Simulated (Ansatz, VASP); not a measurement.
NaF in VASP and in Ansatz

```
CELL_PARAMETERS angstrom
0.00000 2.31441 2.31441
2.31441 0.00000 2.31441
2.31441 2.31441 0.00000
ATOMIC_POSITIONS crystal
Na 0.00000 0.00000 0.00000
F 0.50000 0.50000 0.50000
```

Alike in both runs: functional PBEsol; k mesh 8 × 8 × 8; occupations gaussian, width 0.02 eV; no spin polarisation.

Ansatz relaxed the structure, and its values are those at the end. VASP's run is a single point on that final structure, the one shown.

|  | VASP | Ansatz |
| --- | --- | --- |
| version | VASP 6.6.1 | Ansatz 0.2.0 |
| potentials or method | VASP PAW PBE potentials, release 64 (Na_pv, F), cutoff 600 eV | scalar-relativistic, plane waves, PAW |
| valence electrons in the cell | 14 | 16 |

|  | VASP | Ansatz | Ansatz less VASP |
| --- | --- | --- | --- |
| gap on the k mesh at the Fermi level (eV) | 6.18 | 6.20 | +0.019 |
| least direct gap on the mesh (eV) | 6.18 | 6.20 | +0.019 |
| pressure (GPa) | -0.2 | 0.0 | +0.15 |

VASP's potentials were made for PBE, not for PBEsol, and Ansatz warns of the same on its side. With one functional, cell and mesh, what is left measures potentials, basis and numerics. VASP's potentials hold 14 valence electrons a cell and Ansatz's 16, so a difference there can come from the potentials and not from the codes.
